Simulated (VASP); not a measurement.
# FeNi (P4/mmm) in VASP: notebook

Runs on FeNi. Level: PBEsol. Tasks: single point.

Everything below comes from runs of VASP 6.6.1. Logs are shortened: lines on timing, memory, paths and dates and some standing lists are left out, and cuts for length are marked.

## 1. The cell of the first run

Symmetry: P4/mmm, No. 123, tetragonal system. Conventional cell: a = 2.443 Å, b = 2.443 Å, c = 3.566 Å, α = 90.00°, β = 90.00°, γ = 90.00°. Fe (site symmetry 4/mmm) has 4 Fe at 2.44 Å and 8 Ni at 2.48 Å within 3.2 Å. Ni (site symmetry 4/mmm) has 4 Ni at 2.44 Å and 8 Fe at 2.48 Å within 3.2 Å.

## 2. Single point, PBEsol, collinear spin, ferromagnetic start (biaxial strain in the a-b plane: -1.0 %, then relaxed in part)

Contents of INCAR:

```
SYSTEM = FeNi
  PREC = Accurate
  ENCUT = 520
  EDIFF = 1E-6
  ISMEAR = 0
  SIGMA = 0.1
  LREAL = .False.
  LASPH = .True.
  NELM = 150
  ALGO = Normal
  ISIF = 2
  LWAVE = .False.
  LCHARG = .True.
  ISPIN = 2
  MAGMOM = 2.79 0.75
  LORBIT = 11
  LMAXMIX = 4
  GGA = PS
  LELF = .True.
  LVHAR = .True.
  NBANDS = 20
```

Contents of KPOINTS:

```
Automatic mesh
0
Gamma
  16 16 12
  0 0 0
```

Contents of POSCAR:

```
FeNi
1.0
    2.4434623670      0.0000000000      0.0000000000
    0.0000000000      2.4434623670      0.0000000000
    0.0000000000      0.0000000000      3.5658226896
Fe Ni
1 1
Direct
    0.0000000000      0.0000000000      0.0000000000
    0.5000000000      0.5000000000      0.5000000000
```

Potentials or basis: VASP PAW PBE potentials, release 64 (Fe, Ni).

Command:

```
$ cat potpaw_PBE.64/Fe/POTCAR potpaw_PBE.64/Ni/POTCAR > POTCAR
$ mpirun -np 1 vasp_std > vasp.out
```

OUTCAR:

```text
SYSTEM = FeNi
   PREC = Accurate
   ENCUT = 520
   EDIFF = 1E-6
   ISMEAR = 0
   LREAL = .False.
   LASPH = .True.
   NELM = 150
   ISIF = 2
   ISPIN = 2
   LORBIT = 11
   GGA = PS

 ion  position               nearest neighbor table
   1  0.000  0.000  0.000-   2 2.48   2 2.48   2 2.48   2 2.48   2 2.48   2 2.48   2 2.48   2 2.48

   2  0.500  0.500  0.500-   1 2.48   1 2.48   1 2.48   1 2.48   1 2.48   1 2.48   1 2.48   1 2.48

  LATTYP: Found a simple tetragonal cell.
 ALAT       =     2.4434623670
 C/A-ratio  =     1.4593319454

  Lattice vectors:

 A1 = (   2.4434623670,   0.0000000000,   0.0000000000)
 A2 = (   0.0000000000,   2.4434623670,   0.0000000000)
 A3 = (   0.0000000000,   0.0000000000,   3.5658226896)

Analysis of symmetry for initial positions (statically):
=====================================================================
 Subroutine PRICEL returns:
 Original cell was already a primitive cell.

 Routine SETGRP: Setting up the symmetry group for a
 simple tetragonal supercell.

 Subroutine GETGRP returns: Found 16 space group operations
 (whereof 16 operations were pure point group operations)
 out of a pool of 16 trial point group operations.

The static configuration has the point symmetry D_4h.

Analysis of symmetry for dynamics (positions and initial velocities):
=====================================================================
 Subroutine PRICEL returns:
 Original cell was already a primitive cell.

 Routine SETGRP: Setting up the symmetry group for a
 simple tetragonal supercell.

 Subroutine GETGRP returns: Found 16 space group operations
 (whereof 16 operations were pure point group operations)
 out of a pool of 16 trial point group operations.

The dynamic configuration has the point symmetry D_4h.

Analysis of structural, dynamic, and magnetic symmetry:
=====================================================================
 Subroutine PRICEL returns:
 Original cell was already a primitive cell.

 Routine SETGRP: Setting up the symmetry group for a
 simple tetragonal supercell.

 Subroutine GETGRP returns: Found 16 space group operations
 (whereof 16 operations were pure point group operations)
 out of a pool of 16 trial point group operations.

The overall configuration has the point symmetry D_4h.

 Subroutine INISYM returns: Found 16 space group operations
 (whereof 16 operations are pure point group operations),
 and found     1 'primitive' translations

----------------------------------------------------------------------------------------

                                     Primitive cell

  volume of cell :      21.2898

  direct lattice vectors                    reciprocal lattice vectors
     2.443462367  0.000000000  0.000000000     0.409255331  0.000000000  0.000000000
     0.000000000  2.443462367  0.000000000     0.000000000  0.409255331  0.000000000
     0.000000000  0.000000000  3.565822690     0.000000000  0.000000000  0.280440192

  length of vectors
     2.443462367  2.443462367  3.565822690     0.409255331  0.409255331  0.280440192

  position of ions in fractional coordinates (direct lattice)
     0.000000000  0.000000000  0.000000000
     0.500000000  0.500000000  0.500000000

  ion indices of the primitive-cell ions
   primitive index   ion index
                 1           1
                 2           2

----------------------------------------------------------------------------------------

 KPOINTS: Automatic mesh

Automatic generation of k-mesh.
 Grid dimensions read from file:
 generate k-points for:   16   16   12

 Generating k-lattice:

  Cartesian coordinates                     Fractional coordinates (reciprocal lattice)
     0.025578458  0.000000000  0.000000000     0.062500000  0.000000000  0.000000000
     0.000000000  0.025578458  0.000000000     0.000000000  0.062500000  0.000000000
     0.000000000  0.000000000  0.023370016     0.000000000  0.000000000  0.083333333

  Length of vectors
     0.025578458  0.025578458  0.023370016

  Shift w.r.t. Gamma in fractional coordinates (k-lattice)
     0.000000000  0.000000000  0.000000000

 Subroutine IBZKPT returns following result:
 ===========================================

 Found    315 irreducible k-points:

 Following reciprocal coordinates:
            Coordinates               Weight
  0.000000  0.000000  0.000000      1.000000
  0.062500  0.000000  0.000000      4.000000
  0.125000  0.000000  0.000000      4.000000
  0.187500  0.000000  0.000000      4.000000
  0.250000  0.000000  0.000000      4.000000
  0.312500  0.000000  0.000000      4.000000
[... 16 lines left out ...]
  0.437500  0.125000  0.000000      8.000000
  0.500000  0.125000  0.000000      4.000000
 [... further k-points ...]
   k-points           NKPTS =    315   k-points in BZ     NKDIM =    315   number of bands    NBANDS=     20
   number of dos      NEDOS =    301   number of ions     NIONS =      2
   total plane-waves  NPLWV =   9072
   dimension x,y,z NGX =    18 NGY =   18 NGZ =   28
   dimension x,y,z NGXF=    36 NGYF=   36 NGZF=   56
   ions per type =               1   1
   NGX,Y,Z   is equivalent  to a cutoff of  12.25, 12.25, 13.05 a.u.
   NGXF,Y,Z  is equivalent  to a cutoff of  24.49, 24.49, 26.11 a.u.
 SYSTEM =  FeNi
   PREC   = accura    normal or accurate (medium, high low for compatibility)
   ISTART =      0    job   : 0-new  1-cont  2-samecut
   ICHARG =      2    charge: 1-file 2-atom 10-const
   ISPIN  =      2    spin polarized calculation?
   LNONCOLLINEAR =      F non collinear calculations
   LSORBIT =      F    spin-orbit coupling
   LASPH  =      T    aspherical Exc in radial PAW
   ENCUT  =  520.0 eV  38.22 Ry    6.18 a.u.   4.54  4.54  6.63*2*pi/ulx,y,z
   NELM   =    150;   NELMIN=  2; NELMDL= -5     # of ELM steps
   EDIFF  = 0.1E-05   stopping-criterion for ELM
   LREAL  =      F    real-space projection
   EDIFFG = 0.1E-04   stopping-criterion for IOM
   NSW    =      0    number of steps for IOM
   IBRION =     -1    ionic relax: 0-MD 1-quasi-New 2-CG
   NFREE  =      0    steps in history (QN), initial steepest desc. (CG)
   ISIF   =      2    stress and relaxation
   ISYM   =      2    0-nonsym 1-usesym 2-fastsym
   POTIM  = 0.5000    time-step for ionic-motion
   TEBEG  =    0.0;   TEEND  =   0.0 temperature during run
   PSTRESS=    0.0 pullay stress
   NELECT =      18.0000    total number of electrons
   NUPDOWN=      -1.0000    fix difference up-down
   EMIN   =  10.00;   EMAX   =-10.00  energy-range for DOS
   EFERMI =   0.00;   METHOD = LEGACY
   ISMEAR =     0;   SIGMA  =   0.10  broadening in eV -4-tet -1-fermi 0-gaus
   EFERMI_NEDOS =   21; number of points for ismear=-14 and -15
   IALGO  =     38    algorithm
   IMIX   =      4    mixing-type and parameters
     AMIX     =   0.40;   BMIX     =  1.00
     AMIX_MAG =   1.60;   BMIX_MAG =  1.00
  volume/ion in A,a.u.               =      10.64        71.84
  Fermi-wavevector in a.u.,A,eV,Ry     =   1.548016  2.925325 32.604350  2.396352
  Thomas-Fermi vector in A             =   2.653026
   LORBIT       =     11    0 simple, 1 ext, 2 COOP (PROOUT), +10 PAW based schemes
   GGA     = PS    functional components
   LHFCALC =     F    Hartree Fock is set to
   AEXX    =    0.0000 exact exchange contribution
   IVDW    =     0    specifies the selected vdW correction
   LEPSILON=     F    determine dielectric tensor
   LRPA    =     F    only Hartree local field effects (RPA)
 spin polarized calculation
 Gauss-broadening in eV      SIGMA  =   0.10
  energy-cutoff  :      520.00
  volume of cell :       21.29
 maximum number of plane-waves:       593
   NGX =  9   NGY =  9   NGZ = 13

 number of electron      18.0000003 magnetization       3.0953215

 Free energy of the ion-electron system (eV)
  ---------------------------------------------------
  ext. energy  EPLUGINS =         0.00000000
  ---------------------------------------------------
  free energy    TOTEN  =       -15.16048932 eV

  energy without entropy =      -15.15358593  energy(sigma->0) =      -15.15703763

 E-fermi :   8.0349     XC(G=0): -13.6030

 val. band max:        8.0332885044   @ k =   0.3125   0.1875   0.0833
 cond. band min:       8.0363872427   @ k =   0.1250   0.0000   0.3333
 fundamental gap:      0.0030987382
 Fermi energy:         8.0348808722

 spin component 1

 k-point     1 :       0.0000    0.0000    0.0000
  band No.  band energies     occupation
      1      -1.1520      1.00000
      2       2.6915      1.00000
      3       3.4353      1.00000
      4       5.3284      1.00000
      5       5.5072      1.00000
      6       5.5072      1.00000
[... 12 lines left out ...]
     19      35.4565      0.00000
     20      36.0112      0.00000
[... 507 lines left out ...]
 k-point    24 :       0.5000    0.1250    0.0000
  band No.  band energies     occupation
      1       3.6834      1.00000
      2       3.7484      1.00000
      3       4.2354      1.00000
      4       4.5027      1.00000
      5       4.8490      1.00000
      6       4.8849      1.00000
[... 12 lines left out ...]
     19      36.0911      0.00000
     20      36.4619      0.00000

 [... further k-points ...]

 spin component 2

 k-point     1 :       0.0000    0.0000    0.0000
  band No.  band energies     occupation
      1      -1.0052      1.00000
      2       3.7355      1.00000
      3       4.5102      1.00000
      4       6.6596      1.00000
      5       6.6596      1.00000
      6       6.8465      1.00000
[... 12 lines left out ...]
     19      35.6877      0.00000
     20      36.2721      0.00000
[... 507 lines left out ...]
 k-point    24 :       0.5000    0.1250    0.0000
  band No.  band energies     occupation
      1       4.1764      1.00000
      2       4.4300      1.00000
      3       5.1926      1.00000
      4       5.7171      1.00000
      5       5.7975      1.00000
      6       6.4734      1.00000
[... 12 lines left out ...]
     19      36.1555      0.00000
     20      36.8056      0.00000

 [... further k-points ...]
[... 5 lines left out ...]
  --------------------------------------------------------------------------------------
  -------------------------------------------------------------------------------------
  Total        0.4015947      0.4015947      0.0272889     -0.0000000      0.0000000     -0.0000000
  in kB       30.2223014     30.2223014      2.0536475     -0.0000000      0.0000000     -0.0000000
  external PRESSURE =      20.8327501 kB  Pullay stress =       0.0000000 kB

 VOLUME and BASIS-vectors are now :
 -----------------------------------------------------------------------------
  energy-cutoff  :      520.00
  volume of cell :       21.29
      direct lattice vectors                 reciprocal lattice vectors
     2.443462367  0.000000000  0.000000000     0.409255331  0.000000000  0.000000000
     0.000000000  2.443462367  0.000000000     0.000000000  0.409255331  0.000000000
     0.000000000  0.000000000  3.565822690     0.000000000  0.000000000  0.280440192

 POSITION                                       TOTAL-FORCE (eV/Angst)
 -----------------------------------------------------------------------------------
      0.00000      0.00000      0.00000         0.000000      0.000000      0.000000
      1.22173      1.22173      1.78291         0.000000      0.000000      0.000000
 -----------------------------------------------------------------------------------
    total drift:                                0.000000     -0.000000     -0.000000

  FREE ENERGIE OF THE ION-ELECTRON SYSTEM (eV)
  ---------------------------------------------------
  free  energy   TOTEN  =       -15.1604893179 eV

  energy  without entropy=      -15.1535859324  energy(sigma->0) =      -15.15703763

 total charge

# of ion       s       p       d       tot
------------------------------------------
    1        0.500   0.554   6.243   7.297
    2        0.542   0.588   8.335   9.465
--------------------------------------------------
tot          1.042   1.141  14.578  16.762

 magnetization (x)

# of ion       s       p       d       tot
------------------------------------------
    1       -0.001  -0.019   2.500   2.479
    2       -0.027  -0.061   0.690   0.601
--------------------------------------------------
tot         -0.028  -0.081   3.189   3.080
```

Run time: 2.1 min. Hardware: 1 thread of AMD EPYC 9R45 (Zen 5), shared host; peak memory 0.28 GiB.

What came out:

| Property | Result |
| --- | --- |
| Free energy | -15.1605 eV |
| Pressure | 2.1 GPa |
| Net moment | 3.10 μB per cell |
| Site moments | Fe +2.48; Ni +0.60 μB |
| Valence electrons inside the program's atomic spheres | Fe 7.30; Ni 9.46 |

Caveat: the cell differs from its parent crystal (biaxial strain in the a-b plane: -1.0 %, then relaxed in part); the PAW data sets were made with another functional, which shifts forces and pressure a little.

## 3. Single point, PBEsol, collinear spin, ferromagnetic start

This run uses another cell than the first one, of 10.76 Å³/atom.

Contents of INCAR:

```
ALGO = Normal
EDIFF = 1E-6
ENCUT = 520
GGA = PS
ISIF = 2
ISMEAR = 0
ISPIN = 2
LASPH = T
LCHARG = F
LMAXMIX = 4
LORBIT = 11
LREAL = F
LWAVE = F
MAGMOM = 2.79 0.75
NBANDS = 20
NELM = 150
PREC = Accurate
SIGMA = 0.1
```

Contents of KPOINTS:

```
k-points
0
Gamma
  16 16 12
```

Contents of POSCAR:

```
FeNi
1.0
    2.4681438050      0.0000000000      0.0000000000
    0.0000000000      2.4681438050      0.0000000000
    0.0000000000      0.0000000000      3.5329343525
Fe Ni
1 1
Direct
    0.0000000000      0.0000000000      0.0000000000
    0.5000000000      0.5000000000      0.5000000000
```

Potentials or basis: VASP PAW PBE potentials, release 64 (Fe, Ni).

Command:

```
$ cat potpaw_PBE.64/Fe/POTCAR potpaw_PBE.64/Ni/POTCAR > POTCAR
$ mpirun -np 1 vasp_std > vasp.out
```

It took 2 min on 1 thread of AMD EPYC 9R45 (Zen 5), shared host; peak memory 0.28 GiB.

The run converged. Its results:

```
Free energy                                           : -15.1643 eV
Pressure                                              : 0.1 GPa
Net moment                                            : 3.16 μB per cell
Site moments                                          : Fe +2.53; Ni +0.61 μB
Valence electrons inside the program's atomic spheres : Fe 7.27; Ni 9.45
```

Levels at points of the mesh, in eV from the Fermi level:
Spin up:
| k point | band 7 | band 8 | band 9 | band 10 | band 11 | band 12 | band 13 | band 14 | band 15 | band 16 |
| --- | --- | --- | --- | --- | --- | --- | --- | --- | --- | --- |
| (0.00, 0.00, 0.00) | -1.56 | -1.35 | -0.57 | -0.33 | -0.33 | 2.26 | 9.53 | 15.14 | 15.14 | 20.21 |
| (0.50, 0.00, 0.00) | -1.97 | -1.81 | -1.46 | -1.32 | 0.88 | 1.58 | 11.74 | 11.76 | 12.68 | 13.60 |
| (0.50, 0.50, 0.00) | -0.59 | -0.37 | -0.37 | 0.12 | 2.57 | 2.57 | 9.63 | 10.04 | 14.27 | 14.91 |
| (0.00, 0.00, 0.50) | -1.66 | -1.66 | -1.59 | -1.59 | -1.00 | -0.93 | 19.44 | 19.44 | 19.54 | 19.87 |
| (0.50, 0.00, 0.50) | -0.72 | -0.64 | -0.49 | -0.42 | -0.41 | -0.30 | 6.00 | 6.57 | 21.60 | 21.75 |
| (0.50, 0.50, 0.50) | -1.64 | -1.55 | -0.61 | 0.13 | 8.00 | 8.00 | 8.11 | 8.11 | 10.15 | 10.42 |
Spin down:
| k point | band 4 | band 5 | band 6 | band 7 | band 8 | band 9 | band 10 | band 11 | band 12 | band 13 |
| --- | --- | --- | --- | --- | --- | --- | --- | --- | --- | --- |
| (0.00, 0.00, 0.00) | -1.41 | -1.41 | -1.06 | -0.44 | 0.28 | 1.75 | 1.75 | 2.11 | 2.43 | 10.54 |
| (0.50, 0.00, 0.00) | -2.34 | -1.62 | -1.24 | -1.10 | -0.77 | 0.76 | 1.27 | 1.65 | 3.67 | 12.32 |
| (0.50, 0.50, 0.00) | -3.51 | 0.38 | 0.66 | 1.46 | 1.46 | 1.79 | 2.56 | 2.72 | 2.72 | 10.67 |
| (0.00, 0.00, 0.50) | -1.83 | -1.48 | -0.98 | -0.98 | -0.37 | 0.14 | 0.91 | 0.91 | 2.03 | 19.63 |
| (0.50, 0.00, 0.50) | -1.59 | -1.32 | -0.70 | -0.37 | -0.12 | 0.58 | 1.44 | 1.70 | 1.90 | 7.11 |
| (0.50, 0.50, 0.50) | -2.60 | -1.65 | -1.65 | -0.84 | 0.38 | 1.18 | 2.56 | 8.67 | 8.67 | 8.69 |

Caveat: the PAW data sets were made with another functional, which shifts forces and pressure a little.

## 4. Single point, PBEsol, collinear spin, ferromagnetic start (biaxial strain in the a-b plane: +1.0 %, then relaxed in part)

Contents of INCAR:

```
PREC = Accurate
ENCUT = 520
EDIFF = 1E-7
ISMEAR = 0
SIGMA = 0.1
LREAL = F
LASPH = T
NELM = 150
ALGO = Fast
ISIF = 2
LWAVE = F
LCHARG = F
ISPIN = 2
MAGMOM = 2.79 0.75
LORBIT = 11
LMAXMIX = 4
GGA = PS
NBANDS = 20
```

Contents of KPOINTS:

```
regular mesh
0
Gamma
  16 16 12
```

Contents of POSCAR:

```
FeNi
1.0
    2.4928252431      0.0000000000      0.0000000000
    0.0000000000      2.4928252431      0.0000000000
    0.0000000000      0.0000000000      3.4997438369
Fe Ni
1 1
Direct
    0.0000000000      0.0000000000      0.0000000000
    0.5000000000      0.5000000000      0.5000000000
```

Command:

```
$ cat potpaw_PBE.64/Fe/POTCAR potpaw_PBE.64/Ni/POTCAR > POTCAR
$ mpirun -np 1 vasp_std > vasp.out
```

It took 2.9 min on 1 thread of AMD EPYC 9R45 (Zen 5), shared host; peak memory 0.29 GiB.

The run converged. Its results:

```yaml
Free_energy: -15.1607 eV
Pressure: -1.7 GPa
Net_moment: 3.21 μB per cell
Site_moments: Fe +2.57; Ni +0.62 μB
Valence_electrons_inside_the_program's_atomic_spheres: Fe 7.24; Ni 9.43
```

Stress tensor (GPa, compression positive):
```
-2.64  0.00  0.00
 0.00 -2.64  0.00
 0.00  0.00  0.05
```

Levels at points of the mesh, in eV from the Fermi level:
Spin up:
```
           k point  band 8  band 9  band 10  band 11  band 12  band 13  band 14  band 15
(0.00, 0.00, 0.00)   -1.45   -0.62    -0.38    -0.38     2.52     9.72    14.68    14.68
(0.50, 0.00, 0.00)   -1.85   -1.50    -1.39     0.75     1.42    11.82    11.82    12.79
(0.50, 0.50, 0.00)   -0.37   -0.37    -0.01     2.37     2.37     9.32     9.73    14.32
(0.00, 0.00, 0.50)   -1.71   -1.66    -1.66    -1.07    -1.02    19.07    19.07    19.50
(0.50, 0.00, 0.50)   -0.65   -0.52    -0.50    -0.44    -0.33     5.89     6.43    21.53
(0.50, 0.50, 0.50)   -1.59   -0.71    -0.01     7.89     7.89     7.97     7.97     9.91
```
Spin down:
| k point | band 6 | band 7 | band 8 | band 9 | band 10 | band 11 |
| --- | --- | --- | --- | --- | --- | --- |
| (0.00, 0.00, 0.00) | -0.94 | -0.51 | 0.35 | 1.72 | 1.72 | 2.06 |
| (0.50, 0.00, 0.00) | -1.27 | -1.06 | -0.81 | 0.73 | 1.22 | 1.53 |
| (0.50, 0.50, 0.00) | 0.66 | 1.48 | 1.48 | 1.76 | 2.50 | 2.51 |
| (0.00, 0.00, 0.50) | -1.03 | -1.03 | -0.43 | 0.26 | 0.85 | 0.85 |
| (0.50, 0.00, 0.50) | -0.60 | -0.38 | -0.15 | 0.51 | 1.45 | 1.67 |
| (0.50, 0.50, 0.50) | -1.66 | -0.83 | 0.30 | 1.20 | 2.50 | 8.54 |

Caveat: the cell differs from its parent crystal (biaxial strain in the a-b plane: +1.0 %, then relaxed in part); the PAW data sets were made with another functional, which shifts forces and pressure a little.

[end of part 1 of 2]
